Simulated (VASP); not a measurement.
**Zn: single point with r2SCAN**

Zn:

```
Zn
1.0
     0.00000    1.93076    1.93076
     1.93076    0.00000    1.93076
     1.93076    1.93076    0.00000
Zn
1
Direct
  0.00000 0.00000 0.00000
```

```
Program                : VASP 6.6.1
Task                   : single point
Functional             : r2SCAN
Potentials or basis    : VASP PAW PBE potentials, release 64 (Zn)
Cutoff                 : 520 eV
k mesh                 : 15 × 15 × 15
Occupations            : fermi-dirac, width 0.1 eV
Spin                   : no spin polarisation
Dipole correction      : no
Further INCAR settings : ALGO = Normal; EDIFF = 1e-07; NBANDS = 12
```

* Pressure: -0.2 GPa
* Band gap on the k mesh: zero (band 6 reaches 5.31 eV, above the bottom of band 7 at 2.21 eV)

Levels at points of the mesh, in eV from the Fermi level:
| k point | band 2 | band 3 | band 4 | band 5 | band 6 | band 7 | band 8 | band 9 | band 10 | band 11 |
| --- | --- | --- | --- | --- | --- | --- | --- | --- | --- | --- |
| (0.00, 0.00, 0.00) | -8.11 | -8.11 | -8.11 | -7.68 | -7.68 | 20.09 | 20.11 | 20.11 | 20.11 | 22.50 |

Wall time 40 s on 1 thread of Intel(R) Xeon(R) 6975P-C (Granite Rapids) (shared host), peak memory 0.13 GiB.

Caveat: the PAW data sets were made with another functional, which shifts forces and pressure a little.
